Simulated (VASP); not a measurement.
# ZrB2 (P6/mmm) in VASP: notebook

ZrB2 is run at these levels: LDA; tasks: single point.

Program: VASP 6.6.1. These are calculated values, not measurements. Logs are shortened: lines on timing, memory, paths and dates and some standing lists are left out, and cuts for length are marked.

## Step 1: The cell of the first run

It takes space group P6/mmm (No. 191, hexagonal). The conventional cell has a = 3.262 Å, b = 3.262 Å, c = 3.218 Å, α = 90.00°, β = 90.00°, γ = 120.00°. Within 3.3 Å of Zr (site symmetry 6/mmm) lie 12 B at 2.48 Å and 8 Zr at 3.22 to 3.26 Å. B (site symmetry -6m2) has 3 B at 1.88 Å and 6 Zr at 2.48 Å within 2.5 Å.

## Step 2: Single point, LDA (9.88 Å³/atom)

The input, INCAR:

```
SYSTEM = ZrB2
PREC     = Accurate       ! precision mode
ENCUT    = 520            ! plane-wave cutoff, eV
EDIFF    = 1E-6           ! SCF threshold, eV
ISMEAR   = 0              ! smearing method
SIGMA    = 0.15           ! smearing width, eV
LREAL    = .False.        ! projectors in reciprocal space
LASPH    = .True.         ! aspherical terms in the spheres
NELM     = 100            ! most SCF steps
ALGO     = Normal         ! electronic algorithm
ISIF     = 2              ! what is computed and relaxed
LWAVE    = .False.        ! write WAVECAR
LCHARG   = .False.        ! write CHGCAR
NBANDS   = 16             ! bands
```

The input, KPOINTS:

```
Automatic mesh
0
Gamma
  18 18 12
  0 0 0
```

The input, POSCAR:

```
ZrB2
1.0
    3.2618331258      0.0000000000      0.0000000000
   -1.6309165629      2.8248303499      0.0000000000
    0.0000000000      0.0000000000      3.2177983786
Zr B
1 2
Direct
    0.0000000000      0.0000000000      0.0000000000
    0.3333333333      0.6666666667      0.5000000000
    0.6666666667      0.3333333333      0.5000000000
```

Potentials or basis: VASP PAW LDA potentials, release 64 (Zr_sv, B).

Started as:

```sh
cat potpaw_LDA.64/Zr_sv/POTCAR potpaw_LDA.64/B/POTCAR > POTCAR
mpirun -np 1 vasp_std > vasp.out
```

OUTCAR:

```text
SYSTEM = ZrB2
   PREC = Accurate
   ENCUT = 520
   EDIFF = 1E-6
   ISMEAR = 0
   LREAL = .False.
   LASPH = .True.
   NELM = 100
   ISIF = 2

 ion  position               nearest neighbor table
   1  0.000  0.000  0.000-   2 2.48   3 2.48   2 2.48   3 2.48   3 2.48   3 2.48   2 2.48   2 2.48
                             3 2.48   3 2.48   2 2.48   2 2.48
   2  0.333  0.667  0.500-   3 1.88   3 1.88   3 1.88   1 2.48   1 2.48   1 2.48   1 2.48   1 2.48
                             1 2.48
   3  0.667  0.333  0.500-   2 1.88   2 1.88   2 1.88   1 2.48   1 2.48   1 2.48   1 2.48   1 2.48
                             1 2.48

  LATTYP: Found a hexagonal cell.
 ALAT       =     3.2618331258
 C/A-ratio  =     0.9865000000

  Lattice vectors:

 A1 = (   3.2618331258,   0.0000000000,   0.0000000000)
 A2 = (  -1.6309165629,   2.8248303499,   0.0000000000)
 A3 = (   0.0000000000,   0.0000000000,   3.2177983786)

Analysis of symmetry for initial positions (statically):
=====================================================================
 Subroutine PRICEL returns:
 Original cell was already a primitive cell.

 Routine SETGRP: Setting up the symmetry group for a
 hexagonal supercell.

 Subroutine GETGRP returns: Found 24 space group operations
 (whereof 24 operations were pure point group operations)
 out of a pool of 24 trial point group operations.

The static configuration has the point symmetry D_6h.

Analysis of symmetry for dynamics (positions and initial velocities):
=====================================================================
 Subroutine PRICEL returns:
 Original cell was already a primitive cell.

 Routine SETGRP: Setting up the symmetry group for a
 hexagonal supercell.

 Subroutine GETGRP returns: Found 24 space group operations
 (whereof 24 operations were pure point group operations)
 out of a pool of 24 trial point group operations.

The dynamic configuration has the point symmetry D_6h.

 Subroutine INISYM returns: Found 24 space group operations
 (whereof 24 operations are pure point group operations),
 and found     1 'primitive' translations

----------------------------------------------------------------------------------------

                                     Primitive cell

  volume of cell :      29.6492

  direct lattice vectors                    reciprocal lattice vectors
     3.261833126  0.000000000  0.000000000     0.306576076  0.177001780  0.000000000
    -1.630916563  2.824830350  0.000000000     0.000000000  0.354003560  0.000000000
     0.000000000  0.000000000  3.217798379     0.000000000  0.000000000  0.310771491

  length of vectors
     3.261833126  3.261833126  3.217798379     0.354003560  0.354003560  0.310771491

  position of ions in fractional coordinates (direct lattice)
     0.000000000  0.000000000  0.000000000
     0.333333333  0.666666667  0.500000000
     0.666666667  0.333333333  0.500000000

  ion indices of the primitive-cell ions
   primitive index   ion index
                 1           1
                 2           2
                 3           3

----------------------------------------------------------------------------------------

 KPOINTS: Automatic mesh

Automatic generation of k-mesh.
 Grid dimensions read from file:
 generate k-points for:   18   18   12

 Generating k-lattice:

  Cartesian coordinates                     Fractional coordinates (reciprocal lattice)
     0.017032004  0.009833432  0.000000000     0.055555556  0.000000000  0.000000000
     0.000000000  0.019666864  0.000000000     0.000000000  0.055555556  0.000000000
     0.000000000  0.000000000  0.025897624     0.000000000  0.000000000  0.083333333

  Length of vectors
     0.019666864  0.019666864  0.025897624

  Shift w.r.t. Gamma in fractional coordinates (k-lattice)
     0.000000000  0.000000000  0.000000000

 Subroutine IBZKPT returns following result:
 ===========================================

 Found    259 irreducible k-points:

 Following reciprocal coordinates:
            Coordinates               Weight
  0.000000  0.000000  0.000000      1.000000
  0.055556  0.000000  0.000000      6.000000
  0.111111  0.000000  0.000000      6.000000
  0.166667  0.000000  0.000000      6.000000
  0.222222  0.000000  0.000000      6.000000
  0.277778  0.000000  0.000000      6.000000
[... 16 lines left out ...]
  0.333333  0.111111  0.000000     12.000000
  0.388889  0.111111  0.000000     12.000000
 [... further k-points ...]
   k-points           NKPTS =    259   k-points in BZ     NKDIM =    259   number of bands    NBANDS=     16
   number of dos      NEDOS =    301   number of ions     NIONS =      3
   total plane-waves  NPLWV =  13824
   dimension x,y,z NGX =    24 NGY =   24 NGZ =   24
   dimension x,y,z NGXF=    48 NGYF=   48 NGZF=   48
   ions per type =               1   2
   NGX,Y,Z   is equivalent  to a cutoff of  12.23, 12.23, 12.40 a.u.
   NGXF,Y,Z  is equivalent  to a cutoff of  24.46, 24.46, 24.80 a.u.
 SYSTEM =  ZrB2
   PREC   = accura    normal or accurate (medium, high low for compatibility)
   ISTART =      0    job   : 0-new  1-cont  2-samecut
   ICHARG =      2    charge: 1-file 2-atom 10-const
   ISPIN  =      1    spin polarized calculation?
   LNONCOLLINEAR =      F non collinear calculations
   LSORBIT =      F    spin-orbit coupling
   LASPH  =      T    aspherical Exc in radial PAW
   ENCUT  =  520.0 eV  38.22 Ry    6.18 a.u.   6.06  6.06  5.98*2*pi/ulx,y,z
   NELM   =    100;   NELMIN=  2; NELMDL= -5     # of ELM steps
   EDIFF  = 0.1E-05   stopping-criterion for ELM
   LREAL  =      F    real-space projection
[... 7 lines left out ...]
   TEBEG  =    0.0;   TEEND  =   0.0 temperature during run
   PSTRESS=    0.0 pullay stress
   NELECT =      18.0000    total number of electrons
   NUPDOWN=      -1.0000    fix difference up-down
   EMIN   =  10.00;   EMAX   =-10.00  energy-range for DOS
   EFERMI =   0.00;   METHOD = LEGACY
   ISMEAR =     0;   SIGMA  =   0.15  broadening in eV -4-tet -1-fermi 0-gaus
   EFERMI_NEDOS =   21; number of points for ismear=-14 and -15
   IALGO  =     38    algorithm
   IMIX   =      4    mixing-type and parameters
     AMIX     =   0.40;   BMIX     =  1.00
     AMIX_MAG =   1.60;   BMIX_MAG =  1.00
  volume/ion in A,a.u.               =       9.88        66.69
  Fermi-wavevector in a.u.,A,eV,Ry     =   1.386207  2.619551 26.144537  1.921569
  Thomas-Fermi vector in A             =   2.510544
   LORBIT       =      0    0 simple, 1 ext, 2 COOP (PROOUT), +10 PAW based schemes
   GGA     = CA    functional components
   LHFCALC =     F    Hartree Fock is set to
   AEXX    =    0.0000 exact exchange contribution
   IVDW    =     0    specifies the selected vdW correction
   LEPSILON=     F    determine dielectric tensor
   LRPA    =     F    only Hartree local field effects (RPA)
 non-spin polarized calculation
 Gauss-broadening in eV      SIGMA  =   0.15
  energy-cutoff  :      520.00
  volume of cell :       29.65
 maximum number of plane-waves:       822
   NGX = 13   NGY = 13   NGZ = 11

 number of electron      18.0000000 magnetization

 Free energy of the ion-electron system (eV)
  ---------------------------------------------------
  ext. energy  EPLUGINS =         0.00000000
  ---------------------------------------------------
  free energy    TOTEN  =       -27.17259300 eV

  energy without entropy =      -27.16922574  energy(sigma->0) =      -27.17090937

 E-fermi :  10.7766     XC(G=0): -12.7696

 val. band max:       10.7573603190   @ k =   0.0556   0.0556   0.3333
 cond. band min:      10.7900718339   @ k =   0.0556   0.0000   0.5000
 fundamental gap:      0.0327115149
 Fermi energy:        10.7766233124

 k-point     1 :       0.0000    0.0000    0.0000
  band No.  band energies     occupation
      1     -37.1801      2.00000
      2     -15.3868      2.00000
      3     -15.1147      2.00000
      4     -15.1147      2.00000
      5      -1.6579      2.00000
      6       7.3676      2.00000
[... 8 lines left out ...]
     15      16.3001      0.00000
     16      16.3001      0.00000

 k-point     2 :       0.0556    0.0000    0.0000
  band No.  band energies     occupation
      1     -37.1773      2.00000
      2     -15.3827      2.00000
      3     -15.1418      2.00000
      4     -15.1206      2.00000
      5      -1.5944      2.00000
      6       7.2073      2.00000
[... 8 lines left out ...]
     15      16.7161      0.00000
     16      16.7707      0.00000

 k-point     3 :       0.1111    0.0000    0.0000
  band No.  band energies     occupation
      1     -37.1695      2.00000
      2     -15.3709      2.00000
      3     -15.2188      2.00000
      4     -15.1376      2.00000
      5      -1.4077      2.00000
      6       6.7817      2.00000
[... 8 lines left out ...]
     15      17.2897      0.00000
     16      17.6154      0.00000

 k-point     4 :       0.1667    0.0000    0.0000
  band No.  band energies     occupation
      1     -37.1574      2.00000
      2     -15.3528      2.00000
      3     -15.3345      2.00000
      4     -15.1633      2.00000
      5      -1.1090      2.00000
      6       6.2006      2.00000
[... 8 lines left out ...]
     15      17.6230      0.00000
     16      17.7444      0.00000
[... 324 lines left out ...]
 k-point    22 :       0.2778    0.1111    0.0000
  band No.  band energies     occupation
      1     -37.1075      2.00000
      2     -15.7442      2.00000
      3     -15.3096      2.00000
      4     -15.2779      2.00000
      5       0.4519      2.00000
      6       4.2508      2.00000
[... 8 lines left out ...]
     15      19.1109      0.00000
     16      20.4064      0.00000

 k-point    23 :       0.3333    0.1111    0.0000
  band No.  band energies     occupation
      1     -37.0960      2.00000
      2     -15.8349      2.00000
      3     -15.3421      2.00000
      4     -15.2605      2.00000
      5       1.0262      2.00000
      6       3.6353      2.00000
[... 8 lines left out ...]
     15      20.0362      0.00000
     16      20.3445      0.00000

 k-point    24 :       0.3889    0.1111    0.0000
  band No.  band energies     occupation
      1     -37.0884      2.00000
      2     -15.8933      2.00000
      3     -15.3632      2.00000
      4     -15.2492      2.00000
      5       1.6140      2.00000
      6       3.0271      2.00000
[... 8 lines left out ...]
     15      19.8099      0.00000
     16      20.7635      0.00000

 [... further k-points ...]

------------------------ aborting loop because EDIFF is reached ----------------------------------------

  FORCE on cell =-STRESS in cart. coord.  units (eV):
  Direction    XX          YY          ZZ          XY          YZ          ZX
  --------------------------------------------------------------------------------------
  -------------------------------------------------------------------------------------
  Total       -2.4453648     -2.4453648      5.0613963      0.0000000      0.0000000     -0.0000000
  in kB     -132.1421318   -132.1421318    273.5067114      0.0000000      0.0000000     -0.0000000
  external PRESSURE =       3.0741493 kB  Pullay stress =       0.0000000 kB

 VOLUME and BASIS-vectors are now :
 -----------------------------------------------------------------------------
  energy-cutoff  :      520.00
  volume of cell :       29.65
      direct lattice vectors                 reciprocal lattice vectors
     3.261833126  0.000000000  0.000000000     0.306576076  0.177001780  0.000000000
    -1.630916563  2.824830350  0.000000000     0.000000000  0.354003560  0.000000000
     0.000000000  0.000000000  3.217798379     0.000000000  0.000000000  0.310771491

 POSITION                                       TOTAL-FORCE (eV/Angst)
 -----------------------------------------------------------------------------------
      0.00000      0.00000      0.00000        -0.000000      0.000000      0.000000
     -0.00000      1.88322      1.60890        -0.000000      0.000000      0.000000
      1.63092      0.94161      1.60890         0.000000      0.000000      0.000000
 -----------------------------------------------------------------------------------
    total drift:                               -0.000000      0.000000      0.000000

  FREE ENERGIE OF THE ION-ELECTRON SYSTEM (eV)
  ---------------------------------------------------
  free  energy   TOTEN  =       -27.1725929988 eV

  energy  without entropy=      -27.1692257368  energy(sigma->0) =      -27.17090937
```

It took 46 s on 1 thread of AMD EPYC 9R45 (Zen 5), shared host; peak memory 0.19 GiB.

Results:

```
Free energy            : -27.1726 eV
Pressure               : 0.3 GPa
Band gap on the k mesh : zero (bands 9 and 10 overlap by 1.26 eV)
```

Caveat: the stress differs along the axes, from -13 to 27 GPa.

## Step 3: Single point, LDA (9.88 Å³/atom)

The input, INCAR:

```
SYSTEM = ZrB2
ALGO = Normal
EDIFF = 1E-6
ENCUT = 520
ISIF = 2
ISMEAR = 0
LASPH = .True.
LCHARG = .True.
LELF = .True.
LREAL = .False.
LVHAR = .True.
LWAVE = .False.
NBANDS = 16
NELM = 80
PREC = Accurate
SIGMA = 0.15
```

The input, KPOINTS:

```
k-points
0
Gamma
  18 18 12
  0 0 0
```

The input, POSCAR:

```
ZrB2
1.0
    3.0084048729      0.0000000000      0.0000000000
   -1.5042024365      2.6053550447      0.0000000000
    0.0000000000      0.0000000000      3.7827682871
Zr B
1 2
Direct
    0.0000000000      0.0000000000      0.0000000000
    0.3333333333      0.6666666667      0.5000000000
    0.6666666667      0.3333333333      0.5000000000
```

Potentials or basis: VASP PAW LDA potentials, release 64 (Zr_sv, B).

Started as:

```sh
cat potpaw_LDA.64/Zr_sv/POTCAR potpaw_LDA.64/B/POTCAR > POTCAR
mpirun -np 1 vasp_std > vasp.out
```

Run time: 56 s. Hardware: 1 thread of AMD EPYC 9R45 (Zen 5), shared host; peak memory 0.19 GiB.

Results (log left out):

```yaml
Free_energy: -27.1636 eV
Pressure: 3.5 GPa
Band_gap_on_the_k_mesh: zero (bands 9 and 10 overlap by 0.99 eV)
```

Stress tensor (GPa, compression positive):
```
 17.67   0.00   0.00
  0.00  17.67   0.00
  0.00   0.00 -24.70
```

Levels at points of the mesh, in eV from the Fermi level:
| k point | band 7 | band 8 | band 9 | band 10 | band 11 | band 12 |
| --- | --- | --- | --- | --- | --- | --- |
| (0.00, 0.00, 0.00) | -2.90 | -1.66 | -1.66 | 3.56 | 3.56 | 3.88 |
| (0.50, 0.00, 0.00) | -4.45 | -2.68 | -2.63 | 2.24 | 2.51 | 5.36 |
| (0.00, 0.00, 0.50) | -0.20 | -0.20 | 0.13 | 0.95 | 0.95 | 1.69 |
| (0.50, 0.00, 0.50) | -4.04 | -3.91 | -1.54 | 2.67 | 4.96 | 5.20 |

Caveat: the stress differs along the axes, from -25 to 18 GPa.

## Step 4: Single point, LDA

This run uses another cell than the first one, of the same volume but with other edges.

The input, INCAR:

```
SYSTEM = ZrB2
PREC = Accurate
ENCUT = 520
EDIFF = 1E-6
ISMEAR = 0
SIGMA = 0.15
LREAL = .FALSE.
LASPH = .TRUE.
NELM = 100
ALGO = Normal
ISIF = 2
LWAVE = .FALSE.
LCHARG = .TRUE.
GGA = CA
LELF = .TRUE.
LVHAR = .TRUE.
NBANDS = 16
```

The input, KPOINTS:

```
regular mesh
0
G
  18 18 12
  0 0 0
```

The input, POSCAR:

```
ZrB2
1.0
    3.1325412665      0.0000000000      0.0000000000
   -1.5662706333      2.7128603152      0.0000000000
    0.0000000000      0.0000000000      3.4889014692
Zr B
1 2
Direct
    0.0000000000      0.0000000000      0.0000000000
    0.3333333333      0.6666666667      0.5000000000
    0.6666666667      0.3333333333      0.5000000000
```

Started as:

```sh
cat potpaw_LDA.64/Zr_sv/POTCAR potpaw_LDA.64/B/POTCAR > POTCAR
mpirun -np 1 vasp_std > vasp.out
```

Run time: 55 s. Hardware: 1 thread of AMD EPYC 9R45 (Zen 5), shared host; peak memory 0.19 GiB.

The run converged. Its results:

```yaml
Free_energy: -27.4835 eV
Pressure: 0.5 GPa
Band_gap_on_the_k_mesh: zero (bands 9 and 10 overlap by 1.30 eV)
```

Levels at points of the mesh, in eV from the Fermi level:
```
           k point  band 7  band 8  band 9  band 10  band 11  band 12
(0.00, 0.00, 0.00)   -2.74   -2.71   -2.30     3.51     3.51     4.30
(0.50, 0.00, 0.00)   -4.04   -3.11   -2.82     2.28     2.36     5.11
(0.00, 0.00, 0.50)   -1.01   -1.01    0.29     0.29     0.76     0.76
(0.50, 0.00, 0.50)   -4.76   -4.27   -1.89     3.87     4.33     5.51
```

## Step 5: Single point, LDA (10.28 Å³/atom)

This run uses another cell than the first one, of 10.28 Å³/atom.

The input, INCAR:

```
  PREC = Accurate
  ENCUT = 520
  EDIFF = 1E-6
  ISMEAR = 0
  SIGMA = 0.15
  LREAL = False
  LASPH = True
  NELM = 60
  ALGO = Normal
  ISIF = 2
  LWAVE = False
  LCHARG = False
  NBANDS = 16
```

The input, KPOINTS:

```
Automatic mesh
0
Gamma
  18 18 12
```

The input, POSCAR:

```
ZrB2
1.0
    2.9868959279      0.0000000000      0.0000000000
   -1.4934479640      2.5867277520      0.0000000000
    0.0000000000      0.0000000000      3.9907916493
Zr B
1 2
Direct
    0.0000000000      0.0000000000      0.0000000000
    0.3333333333      0.6666666667      0.5000000000
    0.6666666667      0.3333333333      0.5000000000
```

Started as:

```sh
cat potpaw_LDA.64/Zr_sv/POTCAR potpaw_LDA.64/B/POTCAR > POTCAR
mpirun -np 1 vasp_std > vasp.out
```

It took 57 s on 1 thread of AMD EPYC 9R45 (Zen 5), shared host; peak memory 0.2 GiB.

It converged, with:

```yaml
Free_energy: -26.7853 eV
Pressure: -3.0 GPa
Band_gap_on_the_k_mesh: zero (bands 9 and 10 overlap by 0.79 eV)
```

Stress tensor (GPa, compression positive):
```
 15.67   0.00   0.00
  0.00  15.67   0.00
  0.00   0.00 -40.49
```

Levels at points of the mesh, in eV from the Fermi level:
```tsv
k point	band 6	band 7	band 8	band 9	band 10	band 11	band 12	band 13
(0.00, 0.00, 0.00)	-3.13	-2.81	-0.91	-0.91	3.28	3.28	4.12	4.12
(0.50, 0.00, 0.00)	-7.76	-4.20	-2.43	-2.13	2.39	2.74	5.28	6.46
(0.00, 0.00, 0.50)	-6.64	-0.41	0.39	0.39	1.15	1.15	2.49	2.49
(0.50, 0.00, 0.50)	-6.83	-3.66	-3.16	-1.29	2.24	4.02	5.70	5.74
```

Caveat: the stress differs along the axes, from -40 to 16 GPa.

## Step 6: Summary

```tsv
cell	gap on the mesh (eV)	pressure (GPa)
a = 3.262, b = 3.262, c = 3.218 Å, angles 90.0, 90.0, 120.0°, 3 atoms	none	0.3
a = 3.008, b = 3.008, c = 3.783 Å, angles 90.0, 90.0, 120.0°, 3 atoms	none	3.5
a = 3.133, b = 3.133, c = 3.489 Å, angles 90.0, 90.0, 120.0°, 3 atoms	none	0.5
a = 2.987, b = 2.987, c = 3.991 Å, angles 90.0, 90.0, 120.0°, 3 atoms	none	-3.0
```

Alike in all rows: task single point; level LDA; potentials or basis VASP PAW LDA potentials, release 64 (Zr_sv, B); no spin polarisation; k mesh 18 × 18 × 12; cutoff (eV) 520; smearing gaussian 0.15 eV.

Caveats: the stress differs along the axes, from -13 to 27 GPa (at least some runs); the stress differs along the axes, from -25 to 18 GPa (at least some runs); the stress differs along the axes, from -40 to 16 GPa (at least some runs).

Absolute energies hang on the potentials; compare differences alone.

The gap in the log of VASP goes by the Fermi energy; the results here count the filled bands.